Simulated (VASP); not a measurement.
Wanted: the native input for a VASP 6.6.1 run.

```yaml
Task: electric field gradients
Functional: PBE
Potentials_or_basis: VASP PAW PBE potentials, release 64 (In_d)
Cutoff: 520 eV
k_mesh: 14 × 14 × 14
Occupations: fermi-dirac, width 0.05 eV
Spin: no spin polarisation
Dipole_correction: no
Further_INCAR_settings: ALGO = Normal; EDIFF = 1e-08; NBANDS = 26
```

The structure of In lies in POSCAR:

```
In
1.0
    1.6751838235      0.9671678314      8.2347307701
   -1.6751838235      0.9671678314      8.2347307701
    0.0000000000     -1.9343356629      8.2347307701
In
3
Direct
    0.0000000000      0.0000000000      0.0000000000
    0.7780122400      0.7780122400      0.7780122400
    0.2219877600      0.2219877600      0.2219877600
```

These files were run (other wordings do the same):

INCAR

```
SYSTEM = In
PREC     = Accurate       ! precision mode
ENCUT    = 520            ! plane-wave cutoff, eV
EDIFF    = 1E-8           ! SCF threshold, eV
ISMEAR   = -1             ! smearing method
SIGMA    = 0.05           ! smearing width, eV
LREAL    = .FALSE.        ! projectors in reciprocal space
LASPH    = .TRUE.         ! aspherical terms in the spheres
NELM     = 60             ! most SCF steps
ALGO     = Normal         ! electronic algorithm
ISIF     = 2              ! what is computed and relaxed
LWAVE    = .FALSE.        ! write WAVECAR
LCHARG   = .FALSE.        ! write CHGCAR
GGA      = PE             ! functional
LEFG     = .TRUE.       
NBANDS   = 26             ! bands
```

KPOINTS

```
regular mesh
0
G
  14 14 14
  0 0 0
```

Potentials or basis: VASP PAW PBE potentials, release 64 (In_d).

Launch:

```sh
$ cat potpaw_PBE.64/In_d/POTCAR > POTCAR
$ mpirun -np 1 vasp_std > vasp.out
```

Results of the run:

- Pressure: 1.3 GPa
- Largest force: 0.014 eV/Å
- Band gap on the k mesh: zero (an odd number of electrons rules out a gap without spin polarisation)
- Largest electric field gradient by atom: In +2.5, -4.5 (each value once) V/Å²

Caveat: without QUAD_EFG the Cq values of the log hold for a quadrupole moment of 1 mb, not for the nuclei; spin-orbit coupling is left out, which moves the levels of the heavy elements.

Run time: 40 min on 1 thread of Intel(R) Xeon(R) Platinum 8259CL CPU @ 2.50GHz (Skylake/Cascade Lake), on a shared host, peak memory 0.81 GiB.
